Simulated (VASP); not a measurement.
A run of VASP 6.6.1:

The input INCAR:

```
SYSTEM = TiO2
ALGO     = Normal         ! electronic algorithm
EDIFF    = 1E-7           ! SCF threshold, eV
ENCUT    = 520            ! plane-wave cutoff, eV
ISIF     = 2              ! what is computed and relaxed
ISMEAR   = -1             ! smearing method
LASPH    = .True.         ! aspherical terms in the spheres
LCHARG   = .False.        ! write CHGCAR
LREAL    = .False.        ! projectors in reciprocal space
LWAVE    = .False.        ! write WAVECAR
NBANDS   = 19             ! bands
NELM     = 60             ! most SCF steps
PREC     = Accurate       ! precision mode
SIGMA    = 0.05           ! smearing width, eV
```

File KPOINTS:

```
k-points
0
Gamma
  10 10 10
  0 0 0
```

The input POSCAR:

```
TiO2
1.0
    1.4872816960      0.8586824875      6.9346869804
   -1.4872816960      0.8586824875      6.9346869804
    0.0000000000     -1.7173649751      6.9346869804
Ti O
1 2
Direct
    0.0000000000      0.0000000000      0.0000000000
    0.3795330000      0.3795330000      0.3795330000
    0.6204670000      0.6204670000      0.6204670000
```

Potentials or basis: VASP PAW LDA potentials, release 64 (Ti_sv, O).

Launch:

```sh
$ cat potpaw_LDA.64/Ti_sv/POTCAR potpaw_LDA.64/O/POTCAR > POTCAR
$ mpirun -np 1 vasp_std > vasp.out
```

Hardware: 1 thread of Intel(R) Xeon(R) Platinum 8259CL CPU @ 2.50GHz (Skylake/Cascade Lake) (shared host).

Problem. Estimate the wall time of this run.

Solution. Wall time 13 min on 1 thread of Intel(R) Xeon(R) Platinum 8259CL CPU @ 2.50GHz (Skylake/Cascade Lake) (shared host), peak memory 0.38 GiB. Counts: scf iterations 17, k points 116.
